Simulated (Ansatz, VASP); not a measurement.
# One calculation of HfO2, two programs

INCAR

```
  PREC = Accurate
  ENCUT = 520
  EDIFF = 1E-7
  ISMEAR = 0
  SIGMA = 0.05
  LREAL = F
  LASPH = T
  NELM = 100
  ALGO = Normal
  ISIF = 2
  LWAVE = F
  LCHARG = T
  GGA = PE
  LELF = T
  LVHAR = T
  NBANDS = 31
```

KPOINTS

```
Automatic mesh
0
Gamma
  6 6 4
```

The input POSCAR:

```
HfO2
1.0
    3.6043048131      0.0000000000      0.0000000000
    0.0000000000      3.6043048131      0.0000000000
    0.0000000000      0.0000000000      5.2639671549
Hf O
2 4
Direct
    0.5000000000      0.5013420753      0.5000000000
    0.0000000000     -0.0013420753      0.0000000000
    0.0000000000      0.4985470736      0.6932521152
    0.5000000000      0.0014529264      0.8067478848
    0.5000000000     -0.0416169019      0.3067478848
    0.0000000000      0.5416169019      0.1932521152
```

Input for Ansatz:

```yaml
crystal:
  lattice:
    - [3.6043048131, 0.0, 0.0]
    - [0.0, 3.6043048131, 0.0]
    - [0.0, 0.0, 5.2639671549]
  atoms:
    - { symbol: Hf, position: [0.5, 0.5013420753, 0.5] }
    - { symbol: Hf, position: [0.0, -0.0013420753, 0.0] }
    - { symbol: O, position: [0.0, 0.4985470736, 0.6932521152] }
    - { symbol: O, position: [0.5, 0.0014529264, 0.8067478848] }
    - { symbol: O, position: [0.5, -0.0416169019, 0.3067478848] }
    - { symbol: O, position: [0.0, 0.5416169019, 0.1932521152] }
basis:
  ecutwfc: 420
kpoints:
  mp_grid: { grid: [6, 6, 4] }
hamiltonian:
  xc: pbe
scf:
  occupations: { method: gaussian, width: 0.05 }
output:
  forces: true
  stress: true
  eigenvalues: true
```

Change from the starting cell: mode 17 (648.0 1/cm) frozen in, largest displacement +0.150 Å.

Alike in both runs: task single point; functional PBE; k mesh 6 × 6 × 4; occupations gaussian, width 0.05 eV; no spin polarisation.

|  | VASP | Ansatz |
| --- | --- | --- |
| version | VASP 6.6.1 | Ansatz 0.2.0 |
| potentials or method | VASP PAW PBE potentials, release 64 (Hf_pv, O), cutoff 520 eV | scalar-relativistic, plane waves, PAW |
| valence electrons in the cell | 44 | 76 |

|  | VASP | Ansatz | Ansatz less VASP |
| --- | --- | --- | --- |
| gap on the k mesh at the Fermi level (eV) | 4.60 | 4.63 | +0.032 |
| least direct gap on the mesh (eV) | 4.67 | 4.70 | +0.028 |
| pressure (GPa) | 0.7 | 3.7 | +3.05 |
| traceless stress, the component that is largest in VASP (GPa) | -6.84 | -7.15 | -0.315 |
| rms of the force components (eV/Å) | 1.361 | 1.375 | +0.0138 |

Atom by atom the forces differ by 0.028 eV/Å (rms over components). VASP's potentials hold 44 valence electrons a cell and Ansatz's 76, so a difference there can come from the potentials and not from the codes.

Neither program's run includes spin-orbit coupling.
